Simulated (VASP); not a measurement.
Write the native input for VASP 6.6.1 that does the following.

| Property | Result |
| --- | --- |
| Task | relaxation of the atoms |
| Functional | PBEsol |
| Potentials or basis | VASP PAW PBE potentials, release 64 (O) |
| Cutoff | 520 eV |
| k mesh | 1 × 1 × 1 |
| Occupations | methfessel-paxton, width 0.05 eV |
| Spin | collinear spin, ferromagnetic start |
| Starting moments | [1.0, 1.0] μB |
| Dipole correction | no |
| Further INCAR settings | ALGO = Normal; EDIFF = 1e-06; IBRION = 2; EDIFFG = -0.01; NSW = 80 |

The structure of O2 lies in POSCAR:

```
O
1.0
    9.0000000000      0.0000000000      0.0000000000
    0.0000000000      9.5000000000      0.0000000000
    0.0000000000      0.0000000000     10.0000000000
O
2
Direct
    0.5000000000      0.5000000000      0.4385000000
    0.5000000000      0.5000000000      0.5615000000
```

One way to write it, as run:

INCAR

```
SYSTEM = O
ALGO     = Normal         ! electronic algorithm
EDIFF    = 1E-6           ! SCF threshold, eV
EDIFFG   = -0.01          ! ionic threshold
ENCUT    = 520            ! plane-wave cutoff, eV
GGA      = PS             ! functional
IBRION   = 2              ! ionic algorithm
ISIF     = 2              ! what is computed and relaxed
ISMEAR   = 1              ! smearing method
ISPIN    = 2              ! spin polarisation
LASPH    = .TRUE.         ! aspherical terms in the spheres
LCHARG   = .FALSE.        ! write CHGCAR
LORBIT   = 11             ! projections on sites
LREAL    = .FALSE.        ! projectors in reciprocal space
LWAVE    = .FALSE.        ! write WAVECAR
MAGMOM   = 1 1            ! initial moments
NELM     = 150            ! most SCF steps
NSW      = 80             ! ionic steps
PREC     = Accurate       ! precision mode
SIGMA    = 0.05           ! smearing width, eV
```

KPOINTS

```
k-points
0
G
  1 1 1
  0 0 0
```

Potentials or basis: VASP PAW PBE potentials, release 64 (O).

The run is started by

```console
$ cat potpaw_PBE.64/O/POTCAR > POTCAR
$ mpirun -np 1 vasp_gam > vasp.out
```

It gave:

* Energy gained by relaxing: 0.1 meV/atom
* Ionic steps: 3
* Gap between the frontier levels: 2.26 eV
* Net moment: 2.00 μB per cell
* Site moments: O +0.81 μB
* Valence electrons inside the program's atomic spheres: O 4.89

Caveat: the standard files for N, O and F lose accuracy on very short bonds.

Wall time 8 min on 1 thread of Intel Xeon 8259CL, on a shared host, peak memory 1.1 GiB.
